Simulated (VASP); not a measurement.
# PbI2 (P-3m1) in VASP: notebook, part 2 of 2

VASP 6.6.1. The steps go on from the part before.

## (6) Single point, r2SCAN

The input, POSCAR:

```
PbI2
1.0
    4.5657260587      0.0000000000      0.0000000000
   -2.2828630293      3.9540347535      0.0000000000
    0.0000000000      0.0000000000      7.0410820790
Pb I
1 2
Direct
    0.0000000000      0.0000000000      0.0000000000
    0.3333333333      0.6666666667      0.2667794131
    0.6666666667      0.3333333333      0.7332205869
```

The input, INCAR.step1:

```
SYSTEM = PbI2
PREC = Accurate ; ENCUT = 550
ISMEAR = 0 ; SIGMA = 0.01
LREAL = .False. ; LASPH = .True.
NELM = 120 ; NBANDS = 21
GGA = PE ; ALGO = Normal
EDIFF = 1E-5 ; LWAVE = .True.
LCHARG = .False. ; GGA_COMPAT = .False.
```

The input, INCAR.step2:

```
SYSTEM = PbI2
PREC = Accurate ; ENCUT = 550
EDIFF = 1E-6 ; ISMEAR = 0
SIGMA = 0.01 ; LREAL = .False.
LASPH = .True. ; NELM = 120
ALGO = Normal ; ISIF = 2
LWAVE = .False. ; LCHARG = .False.
METAGGA = R2SCAN ; LMIXTAU = .True.
NBANDS = 21 ; ISTART = 1
GGA_COMPAT = .False.
```

The input, KPOINTS:

```
regular mesh
0
Gamma
  6 6 2
  0 0 0
```

Potentials or basis: VASP PAW PBE potentials, release 64 (Pb_d, I).

Command:

```bash
$ cat potpaw_PBE.64/Pb_d/POTCAR potpaw_PBE.64/I/POTCAR > POTCAR
$ cp INCAR.step1 INCAR
$ mpirun -np 1 vasp_std > vasp.out
$ cp INCAR.step2 INCAR
$ mpirun -np 1 vasp_std > vasp.out
```

OUTCAR:

```text
SYSTEM = PbI2
   PREC = Accurate
   ENCUT = 550
   EDIFF = 1E-6
   ISMEAR = 0
   LREAL = .False.
   LASPH = .True.
   NELM = 120
   ISIF = 2
   METAGGA = R2SCAN
   ISTART = 1

 ion  position               nearest neighbor table
   1  0.000  0.000  0.000-   2 3.24   3 3.24   2 3.24   3 3.24   3 3.24   2 3.24
   2  0.333  0.667  0.267-   1 3.24   1 3.24   1 3.24
   3  0.667  0.333  0.733-   1 3.24   1 3.24   1 3.24

  LATTYP: Found a hexagonal cell.
 ALAT       =     4.5657260587
 C/A-ratio  =     1.5421604337

  Lattice vectors:

 A1 = (   4.5657260587,   0.0000000000,   0.0000000000)
 A2 = (  -2.2828630293,   3.9540347535,   0.0000000000)
 A3 = (   0.0000000000,   0.0000000000,   7.0410820790)

Analysis of symmetry for initial positions (statically):
=====================================================================
 Subroutine PRICEL returns:
 Original cell was already a primitive cell.

 Routine SETGRP: Setting up the symmetry group for a
 hexagonal supercell.

 Subroutine GETGRP returns: Found 12 space group operations
 (whereof 12 operations were pure point group operations)
 out of a pool of 24 trial point group operations.

The static configuration has the point symmetry D_3d.

Analysis of symmetry for dynamics (positions and initial velocities):
=====================================================================
 Subroutine PRICEL returns:
 Original cell was already a primitive cell.

 Routine SETGRP: Setting up the symmetry group for a
 hexagonal supercell.

 Subroutine GETGRP returns: Found 12 space group operations
 (whereof 12 operations were pure point group operations)
 out of a pool of 24 trial point group operations.

The dynamic configuration has the point symmetry D_3d.

 Subroutine INISYM returns: Found 12 space group operations
[... 101 lines left out ...]
   EMIN   =  10.00;   EMAX   =-10.00  energy-range for DOS
   EFERMI =   0.00;   METHOD = LEGACY
   ISMEAR =     0;   SIGMA  =   0.01  broadening in eV -4-tet -1-fermi 0-gaus
   EFERMI_NEDOS =   21; number of points for ismear=-14 and -15
   IALGO  =     38    algorithm
   IMIX   =      4    mixing-type and parameters
     AMIX     =   0.40;   BMIX     =  1.00
     AMIX_MAG =   1.60;   BMIX_MAG =  1.00
  volume/ion in A,a.u.               =      42.37       285.93
  Fermi-wavevector in a.u.,A,eV,Ry     =   0.988699  1.868371 13.300055  0.977526
  Thomas-Fermi vector in A             =   2.120245
   LORBIT       =      0    0 simple, 1 ext, 2 COOP (PROOUT), +10 PAW based schemes
   METAGGA = R2SCAN    functional components
   LHFCALC =     F    Hartree Fock is set to
   AEXX    =    0.0000 exact exchange contribution
   IVDW    =     0    specifies the selected vdW correction
   LEPSILON=     F    determine dielectric tensor
   LRPA    =     F    only Hartree local field effects (RPA)
 non-spin polarized calculation
 Gauss-broadening in eV      SIGMA  =   0.01
  energy-cutoff  :      550.00
  volume of cell :      127.11
 maximum number of plane-waves:      3751
 NGX is ok and might be reduce to    36
   NGX = 17   NGY = 17   NGZ = 27

 number of electron      27.9999999 magnetization

 Free energy of the ion-electron system (eV)
  ---------------------------------------------------
  ext. energy  EPLUGINS =         0.00000000
  ---------------------------------------------------
  free energy    TOTEN  =      -107.67375244 eV

  energy without entropy =     -107.67375244  energy(sigma->0) =     -107.67375244

 E-fermi :   2.3895     XC(G=0):  -8.5110

 val. band max:        2.3096093195   @ k =   0.0000   0.0000   0.5000
 cond. band min:       4.9314493412   @ k =   0.0000   0.0000   0.5000
 fundamental gap:      2.6218400218
 Fermi energy:         2.3895300853

 k-point     1 :       0.0000    0.0000    0.0000
  band No.  band energies     occupation
      1     -14.4194      2.00000
      2     -14.4194      2.00000
      3     -14.4024      2.00000
      4     -14.3963      2.00000
      5     -14.3963      2.00000
      6     -10.2684      2.00000
[... 325 lines left out ...]
     20      10.4836      0.00000
     21      10.9679      0.00000

------------------------ aborting loop because EDIFF is reached ----------------------------------------

  FORCE on cell =-STRESS in cart. coord.  units (eV):
  Direction    XX          YY          ZZ          XY          YZ          ZX
  --------------------------------------------------------------------------------------
  -------------------------------------------------------------------------------------
  Total        0.5631710      0.5631710      0.5674203      0.0000000      0.0000000      0.0000000
  in kB        7.0984105      7.0984105      7.1519704      0.0000000      0.0000000      0.0000000
  external PRESSURE =       7.1162638 kB  Pullay stress =       0.0000000 kB

 VOLUME and BASIS-vectors are now :
 -----------------------------------------------------------------------------
  energy-cutoff  :      550.00
  volume of cell :      127.11
      direct lattice vectors                 reciprocal lattice vectors
     4.565726059  0.000000000  0.000000000     0.219023215  0.126453112  0.000000000
    -2.282863029  3.954034754  0.000000000     0.000000000  0.252906224  0.000000000
     0.000000000  0.000000000  7.041082079     0.000000000  0.000000000  0.142023625

 POSITION                                       TOTAL-FORCE (eV/Angst)
 -----------------------------------------------------------------------------------
      0.00000      0.00000      0.00000         0.000000      0.000000      0.000000
     -0.00000      2.63602      1.87842        -0.000000     -0.000000     -0.006028
      2.28286      1.31801      5.16267         0.000000      0.000000      0.006028
 -----------------------------------------------------------------------------------
    total drift:                                0.000000      0.000000     -0.000000

  FREE ENERGIE OF THE ION-ELECTRON SYSTEM (eV)
  ---------------------------------------------------
  free  energy   TOTEN  =      -107.6737524428 eV

  energy  without entropy=     -107.6737524428  energy(sigma->0) =     -107.67375244
```

OUTCAR.step1:

```text
SYSTEM = PbI2
   PREC = Accurate
   ENCUT = 550
   ISMEAR = 0
   LREAL = .False.
   LASPH = .True.
   NELM = 120
[... 548 lines left out ...]
      0.00000      0.00000      0.00000         0.000000      0.000000      0.000000
     -0.00000      2.63602      1.87842         0.000000     -0.000000      0.044277
      2.28286      1.31801      5.16267        -0.000000      0.000000     -0.044277
 -----------------------------------------------------------------------------------
    total drift:                                0.000000      0.000000     -0.000000

  FREE ENERGIE OF THE ION-ELECTRON SYSTEM (eV)
  ---------------------------------------------------
  free  energy   TOTEN  =        -8.5689146901 eV

  energy  without entropy=       -8.5689146901  energy(sigma->0) =       -8.56891469
```

It used 280 s of CPU time on 1 thread of AMD EPYC 7R13 Processor (Zen 3), with other jobs on the host.

Results:

```yaml
Free_energy: -107.6738 eV
Pressure: 0.7 GPa
Largest_force: 0.006 eV/Å
Band_gap_on_the_k_mesh: 2.62 eV, direct
```

Forces in eV/Å, atoms in the order of the input:
```
Pb   0.000  0.000  0.000
I    0.000  0.000 -0.006
I    0.000  0.000  0.006
```

Caveat: the k points lie up to 0.45 Å⁻¹ apart; the PAW data sets were made with another functional, which shifts forces and pressure a little; spin-orbit coupling is left out, which moves the levels of the heavy elements. A k mesh can miss the band edges.

## (7) Summary

| level | potentials or basis | k mesh | cutoff (eV) | gap on the mesh (eV) | pressure (GPa) | largest force (eV/Å) |
| --- | --- | --- | --- | --- | --- | --- |
| PBE | VASP PAW PBE potentials, release 64 (Pb_d, I) | 6 × 6 × 2 | 500 | 2.23 | 1.3 | 0.04 |
| LDA | VASP PAW LDA potentials, release 64 (Pb_d, I) | 6 × 6 × 2 | 500 | 2.04 | -1.5 | 0.18 |
| PBE | VASP PAW PBE potentials, release 64 (Pb_d, I) | 6 × 6 × 4 | 500 | 2.23 | 1.2 | 0.05 |
| r2SCAN | VASP PAW PBE potentials, release 64 (Pb_d, I) | 6 × 6 × 2 | 550 | 2.62 | 0.7 | 0.01 |

Alike in all rows: task single point; no spin polarisation; cell as given; smearing gaussian 0.01 eV.

Caveats: some runs use coarse meshes; spin-orbit coupling is left out, which moves the levels of the heavy elements; this functional lacks dispersion, which binds the layers, so the pressure and a relaxed spacing across them are unreliable (some runs); the PAW data sets were made with another functional, which shifts forces and pressure a little (some runs).

Absolute energies hang on the potentials; compare differences alone.
